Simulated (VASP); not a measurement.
# Ca (Im-3m) in VASP: further runs

Runs on Ca. Level: PBE. Tasks: single point, relaxation of cell and atoms.

Program: VASP 6.6.1. These are calculated values, not measurements. Logs are shortened: lines on timing, memory, paths and dates and some standing lists are left out, and cuts for length are marked.

**1. The cell of the first run**

It takes space group Im-3m (No. 229, cubic). Conventional cell: a = 3.655 Å, b = 3.655 Å, c = 3.655 Å, α = 90.00°, β = 90.00°, γ = 90.00°. Ca (site symmetry m-3m) has 14 Ca at 3.17 to 3.66 Å within 4.2 Å.

**2. Single point, PBE**

File INCAR:

```
SYSTEM = Ca
PREC     = Accurate       ! precision mode
ENCUT    = 520            ! plane-wave cutoff, eV
EDIFF    = 1E-6           ! SCF threshold, eV
ISMEAR   = -1             ! smearing method
SIGMA    = 0.05           ! smearing width, eV
LREAL    = .FALSE.        ! projectors in reciprocal space
LASPH    = .TRUE.         ! aspherical terms in the spheres
NELM     = 60             ! most SCF steps
ALGO     = Normal         ! electronic algorithm
ISIF     = 2              ! what is computed and relaxed
LWAVE    = .FALSE.        ! write WAVECAR
LCHARG   = .FALSE.        ! write CHGCAR
GGA      = PE             ! functional
NBANDS   = 11             ! bands
```

File KPOINTS:

```
regular mesh
0
G
  15 15 15
  0 0 0
```

File POSCAR:

```
Ca
1.0
   -1.8277053022      1.8277053022      1.8277053022
    1.8277053022     -1.8277053022      1.8277053022
    1.8277053022      1.8277053022     -1.8277053022
Ca
1
Direct
    0.0000000000      0.0000000000      0.0000000000
```

Potentials or basis: VASP PAW PBE potentials, release 64 (Ca_sv).

On the command line:

```console
cat potpaw_PBE.64/Ca_sv/POTCAR > POTCAR
mpirun -np 1 vasp_std > vasp.out
```

OUTCAR:

```text
SYSTEM = Ca
   PREC = Accurate
   ENCUT = 520
   EDIFF = 1E-6
   ISMEAR = -1
   LREAL = .FALSE.
   LASPH = .TRUE.
   NELM = 60
   ISIF = 2
   GGA = PE

 ion  position               nearest neighbor table
   1  0.000  0.000  0.000-

  LATTYP: Found a body centered cubic cell.
 ALAT       =     3.6554106044

  Lattice vectors:

 A1 = (  -1.8277053022,   1.8277053022,   1.8277053022)
 A2 = (   1.8277053022,  -1.8277053022,   1.8277053022)
 A3 = (   1.8277053022,   1.8277053022,  -1.8277053022)

Analysis of symmetry for initial positions (statically):
=====================================================================
 Subroutine PRICEL returns:
 Original cell was already a primitive cell.

 Routine SETGRP: Setting up the symmetry group for a
 body centered cubic supercell.

 Subroutine GETGRP returns: Found 48 space group operations
[... 9 lines left out ...]

 Routine SETGRP: Setting up the symmetry group for a
 body centered cubic supercell.

 Subroutine GETGRP returns: Found 48 space group operations
[... 11 lines left out ...]
                                     Primitive cell

  volume of cell :      24.4218

  direct lattice vectors                    reciprocal lattice vectors
    -1.827705302  1.827705302  1.827705302     0.000000000  0.273567079  0.273567079
     1.827705302 -1.827705302  1.827705302     0.273567079  0.000000000  0.273567079
     1.827705302  1.827705302 -1.827705302     0.273567079  0.273567079  0.000000000

  length of vectors
     3.165678445  3.165678445  3.165678445     0.386882273  0.386882273  0.386882273

  position of ions in fractional coordinates (direct lattice)
     0.000000000  0.000000000  0.000000000

  ion indices of the primitive-cell ions
   primitive index   ion index
                 1           1

----------------------------------------------------------------------------------------

 KPOINTS: regular mesh

Automatic generation of k-mesh.
 Grid dimensions read from file:
 generate k-points for:   15   15   15

 Generating k-lattice:

  Cartesian coordinates                     Fractional coordinates (reciprocal lattice)
     0.000000000  0.018237805  0.018237805     0.066666667  0.000000000  0.000000000
     0.018237805  0.000000000  0.018237805     0.000000000  0.066666667  0.000000000
     0.018237805  0.018237805  0.000000000     0.000000000  0.000000000  0.066666667

  Length of vectors
     0.025792152  0.025792152  0.025792152

  Shift w.r.t. Gamma in fractional coordinates (k-lattice)
     0.000000000  0.000000000  0.000000000

 Subroutine IBZKPT returns following result:
 ===========================================

 Found    120 irreducible k-points:

 Following reciprocal coordinates:
            Coordinates               Weight
  0.000000  0.000000  0.000000      1.000000
  0.066667  0.000000  0.000000     12.000000
  0.133333  0.000000  0.000000     12.000000
  0.200000  0.000000  0.000000     12.000000
  0.266667  0.000000  0.000000     12.000000
  0.333333  0.000000  0.000000     12.000000
[... 16 lines left out ...]
  0.333333  0.200000  0.000000     48.000000
  0.400000  0.200000  0.000000     24.000000
 [... further k-points ...]
   k-points           NKPTS =    120   k-points in BZ     NKDIM =    120   number of bands    NBANDS=     11
   number of dos      NEDOS =    301   number of ions     NIONS =      1
   total plane-waves  NPLWV =  13824
   dimension x,y,z NGX =    24 NGY =   24 NGZ =   24
   dimension x,y,z NGXF=    48 NGYF=   48 NGZF=   48
   ions per type =               1
   NGX,Y,Z   is equivalent  to a cutoff of  12.60, 12.60, 12.60 a.u.
   NGXF,Y,Z  is equivalent  to a cutoff of  25.21, 25.21, 25.21 a.u.
 SYSTEM =  Ca
   PREC   = accura    normal or accurate (medium, high low for compatibility)
   ISTART =      0    job   : 0-new  1-cont  2-samecut
   ICHARG =      2    charge: 1-file 2-atom 10-const
   ISPIN  =      1    spin polarized calculation?
   LNONCOLLINEAR =      F non collinear calculations
   LSORBIT =      F    spin-orbit coupling
   LASPH  =      T    aspherical Exc in radial PAW
   ENCUT  =  520.0 eV  38.22 Ry    6.18 a.u.   5.89  5.89  5.89*2*pi/ulx,y,z
   NELM   =     60;   NELMIN=  2; NELMDL= -5     # of ELM steps
   EDIFF  = 0.1E-05   stopping-criterion for ELM
   LREAL  =      F    real-space projection
   EDIFFG = 0.1E-04   stopping-criterion for IOM
   NSW    =      0    number of steps for IOM
   IBRION =     -1    ionic relax: 0-MD 1-quasi-New 2-CG
   NFREE  =      0    steps in history (QN), initial steepest desc. (CG)
   ISIF   =      2    stress and relaxation
   ISYM   =      2    0-nonsym 1-usesym 2-fastsym
   POTIM  = 0.5000    time-step for ionic-motion
   TEBEG  =    0.0;   TEEND  =   0.0 temperature during run
   PSTRESS=    0.0 pullay stress
   NELECT =      10.0000    total number of electrons
   NUPDOWN=      -1.0000    fix difference up-down
   EMIN   =  10.00;   EMAX   =-10.00  energy-range for DOS
   EFERMI =   0.00;   METHOD = LEGACY
   ISMEAR =    -1;   SIGMA  =   0.05  broadening in eV -4-tet -1-fermi 0-gaus
   EFERMI_NEDOS =   21; number of points for ismear=-14 and -15
   IALGO  =     38    algorithm
   IMIX   =      4    mixing-type and parameters
     AMIX     =   0.40;   BMIX     =  1.00
     AMIX_MAG =   1.60;   BMIX_MAG =  1.00
  volume/ion in A,a.u.               =      24.42       164.81
  Fermi-wavevector in a.u.,A,eV,Ry     =   1.215669  2.297281 20.107384  1.477851
  Thomas-Fermi vector in A             =   2.351048
   LORBIT       =      0    0 simple, 1 ext, 2 COOP (PROOUT), +10 PAW based schemes
   GGA     = PE    functional components
[... 5 lines left out ...]
 non-spin polarized calculation
  energy-cutoff  :      520.00
  volume of cell :       24.42
 maximum number of plane-waves:       682
   NGX = 11   NGY = 11   NGZ = 11

 number of electron      10.0000000 magnetization

 number of electron       9.9999997 magnetization

 Free energy of the ion-electron system (eV)
  ---------------------------------------------------
  ext. energy  EPLUGINS =         0.00000000
  ---------------------------------------------------
  free energy    TOTEN  =        -1.12169987 eV

  energy without entropy =       -1.11486610  energy(sigma->0) =       -1.11828298

 E-fermi :   4.5529     XC(G=0):  -9.6456

 val. band max:        4.5341662063   @ k =   0.2667   0.2000   0.1333
 cond. band min:       4.5577603547   @ k =   0.3333   0.2667   0.0000
 fundamental gap:      0.0235941484
 Fermi energy:         4.5528823983

 k-point     1 :       0.0000    0.0000    0.0000
  band No.  band energies     occupation
      1     -36.2949      2.00000
      2     -16.9114      2.00000
      3     -16.9114      2.00000
      4     -16.9114      2.00000
      5      -0.1175      2.00000
      6       7.6938      0.00000
      7       7.6938      0.00000
      8       7.6938      0.00000
      9       9.4764      0.00000
     10       9.4764      0.00000
     11      18.0915      0.00000

 k-point     2 :       0.0667    0.0000    0.0000
  band No.  band energies     occupation
      1     -36.2883      2.00000
      2     -16.9513      2.00000
      3     -16.9226      2.00000
      4     -16.9118      2.00000
      5       0.0177      2.00000
      6       7.5982      0.00000
      7       7.6446      0.00000
      8       7.8098      0.00000
      9       9.3468      0.00000
     10       9.4766      0.00000
     11      18.1622      0.00000

 k-point     3 :       0.1333    0.0000    0.0000
  band No.  band energies     occupation
      1     -36.2695      2.00000
      2     -17.0627      2.00000
      3     -16.9544      2.00000
      4     -16.9131      2.00000
      5       0.4078      2.00000
      6       7.3433      0.00000
      7       7.4239      0.00000
      8       8.1506      0.00000
      9       9.1364      0.00000
     10       9.4873      0.00000
     11      18.2296      0.00000

 k-point     4 :       0.2000    0.0000    0.0000
  band No.  band energies     occupation
      1     -36.2417      2.00000
      2     -17.2226      2.00000
      3     -17.0009      2.00000
      4     -16.9151      2.00000
      5       1.0066      2.00000
      6       6.9689      0.00000
      7       7.0023      0.00000
      8       8.6950      0.00000
      9       9.1048      0.00000
     10       9.5316      0.00000
     11      17.9107      0.00000

 k-point     5 :       0.2667    0.0000    0.0000
  band No.  band energies     occupation
      1     -36.2096      2.00000
      2     -17.4007      2.00000
      3     -17.0536      2.00000
      4     -16.9174      2.00000
      5       1.7343      2.00000
      6       6.4367      0.00000
      7       6.6504      0.00000
      8       9.2395      0.00000
      9       9.4026      0.00000
     10       9.6286      0.00000
     11      17.0986      0.00000

 k-point     6 :       0.3333    0.0000    0.0000
  band No.  band energies     occupation
      1     -36.1786      2.00000
      2     -17.5658      2.00000
      3     -17.1035      2.00000
      4     -16.9197      2.00000
      5       2.4654      2.00000
      6       6.0273      0.00000
      7       6.3450      0.00000
      8       9.4131      0.00000
      9       9.7774      0.00000
     10      10.2038      0.00000
     11      15.9366      0.00000

 k-point     7 :       0.4000    0.0000    0.0000
  band No.  band energies     occupation
      1     -36.1543      2.00000
      2     -17.6916      2.00000
      3     -17.1420      2.00000
      4     -16.9215      2.00000
      5       3.0273      2.00000
      6       5.8615      0.00000
      7       6.1236      0.00000
      8       9.5237      0.00000
      9       9.9449      0.00000
     10      10.9713      0.00000
     11      14.9574      0.00000

 k-point     8 :       0.4667    0.0000    0.0000
  band No.  band energies     occupation
      1     -36.1409      2.00000
      2     -17.7594      2.00000
      3     -17.1630      2.00000
      4     -16.9225      2.00000
      5       3.2976      2.00000
      6       5.8890      0.00000
      7       6.0079      0.00000
      8       9.5456      0.00000
      9      10.0628      0.00000
     10      11.4818      0.00000
     11      14.4032      0.00000
[... 141 lines left out ...]
 k-point    19 :       0.3333    0.1333    0.0000
  band No.  band energies     occupation
      1     -36.1469      2.00000
      2     -17.6603      2.00000
      3     -17.1859      2.00000
      4     -16.9673      2.00000
      5       3.3751      2.00000
      6       5.6298      0.00000
      7       6.0808      0.00000
      8       9.3337      0.00000
      9      10.0780      0.00000
     10      11.2846      0.00000
     11      14.7618      0.00000

 k-point    20 :       0.4000    0.1333    0.0000
  band No.  band energies     occupation
      1     -36.1347      2.00000
      2     -17.7123      2.00000
      3     -17.2149      2.00000
      4     -16.9691      2.00000
      5       3.6644      2.00000
      6       5.6523      0.00000
      7       5.9499      0.00000
      8       9.4024      0.00000
      9      10.1504      0.00000
     10      11.7881      0.00000
     11      14.1596      0.00000

 k-point    21 :       0.2000    0.2000    0.0000
  band No.  band energies     occupation
      1     -36.1712      2.00000
      2     -17.5324      2.00000
      3     -17.1364      2.00000
      4     -16.9786      2.00000
      5       2.7679      2.00000
      6       5.8005      0.00000
      7       6.3186      0.00000
      8       9.0444      0.00000
      9      10.0382      0.00000
     10      10.5011      0.00000
     11      15.9558      0.00000

 k-point    22 :       0.2667    0.2000   -0.0000
  band No.  band energies     occupation
      1     -36.1483      2.00000
      2     -17.6050      2.00000
      3     -17.2130      2.00000
      4     -16.9900      2.00000
      5       3.4616      2.00000
      6       5.4883      0.00000
      7       6.1088      0.00000
      8       9.2262      0.00000
      9      10.0722      0.00000
     10      11.2919      0.00000
     11      14.9880      0.00000

 k-point    23 :       0.3333    0.2000    0.0000
  band No.  band energies     occupation
      1     -36.1327      2.00000
      2     -17.6474      2.00000
      3     -17.2730      2.00000
      4     -16.9958      2.00000
      5       3.9553      1.99999
      6       5.3973      0.00000
      7       5.9088      0.00000
      8       9.3871      0.00000
      9      10.0968      0.00000
     10      11.9880      0.00000
     11      14.1418      0.00000

 k-point    24 :       0.4000    0.2000    0.0000
  band No.  band energies     occupation
      1     -36.1272      2.00000
      2     -17.6610      2.00000
      3     -17.2957      2.00000
      4     -16.9977      2.00000
      5       4.1140      1.99969
      6       5.4659      0.00000
      7       5.7747      0.00000
      8       9.4309      0.00000
      9      10.1381      0.00000
     10      12.3030      0.00000
     11      13.7844      0.00000

 [... further k-points ...]

------------------------ aborting loop because EDIFF is reached ----------------------------------------

  FORCE on cell =-STRESS in cart. coord.  units (eV):
  Direction    XX          YY          ZZ          XY          YZ          ZX
  --------------------------------------------------------------------------------------
  -------------------------------------------------------------------------------------
  Total        3.2047882      3.2047882      3.2047882     -0.0000000      0.0000000     -0.0000000
  in kB      210.2477754    210.2477754    210.2477754     -0.0000000      0.0000000     -0.0000000
  external PRESSURE =     210.2477754 kB  Pullay stress =       0.0000000 kB

 VOLUME and BASIS-vectors are now :
 -----------------------------------------------------------------------------
  energy-cutoff  :      520.00
  volume of cell :       24.42
      direct lattice vectors                 reciprocal lattice vectors
    -1.827705302  1.827705302  1.827705302     0.000000000  0.273567079  0.273567079
     1.827705302 -1.827705302  1.827705302     0.273567079  0.000000000  0.273567079
     1.827705302  1.827705302 -1.827705302     0.273567079  0.273567079  0.000000000

 POSITION                                       TOTAL-FORCE (eV/Angst)
 -----------------------------------------------------------------------------------
      0.00000      0.00000      0.00000         0.000000     -0.000000     -0.000000
 -----------------------------------------------------------------------------------
    total drift:                                0.000000      0.000000      0.000000

  FREE ENERGIE OF THE ION-ELECTRON SYSTEM (eV)
  ---------------------------------------------------
  free  energy   TOTEN  =        -1.1216998688 eV

  energy  without entropy=       -1.1148661007  energy(sigma->0) =       -1.11828298
```

Run time: 11 s. Hardware: 1 thread of Intel Xeon Platinum 8488C (Sapphire Rapids), shared host; peak memory 0.15 GiB.

What came out:

* Free energy: -1.1217 eV
* Pressure: 21.0 GPa
* Band gap on the k mesh: zero (band 5 reaches 5.22 eV, above the bottom of band 6 at 3.81 eV)

(Part 1 of 2 ends here.)
